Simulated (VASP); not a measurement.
The system is Si3Ge.

```
Si Ge
1.0
     3.88810    0.00000    0.00000
     0.00000    3.88810    0.00000
     0.00000    0.00000    5.48368
Si Ge
3 1
Direct
  0.50000 0.00000 0.75488
  0.50000 0.50000 0.00000
  0.00000 0.50000 0.24512
  0.00000 0.00000 0.50000
```

Base run:

| Property | Result |
| --- | --- |
| Program | VASP 6.6.1 |
| Functional | PBEsol |
| Potentials or basis | VASP PAW PBE potentials, release 64 (Si, Ge_d) |
| Cutoff | 520 eV |
| k mesh | 4 × 4 × 4 |
| Occupations | gaussian, width 0.01 eV |
| Spin | no spin polarisation |

Its results: band gap on the k mesh 0.26 eV, indirect (least direct gap 0.51 eV); pressure -0.2 GPa; largest force 0.029 eV/Å.

The run is repeated on the same cell with these changes: functional from PBEsol to PBE-based screened hybrid; k mesh from 4 × 4 × 4 to 4 × 4 × 2. What comes out?

Band gap on the k mesh 4.29 eV, indirect (least direct gap 4.56 eV); pressure -6.2 GPa; largest force 0.042 eV/Å.

Several settings changed at once, so the effect can't be laid on one alone.

Caveats: some runs use coarse meshes; the PAW data sets were made with another functional, which shifts forces and pressure a little.

A k mesh can miss the band edges.
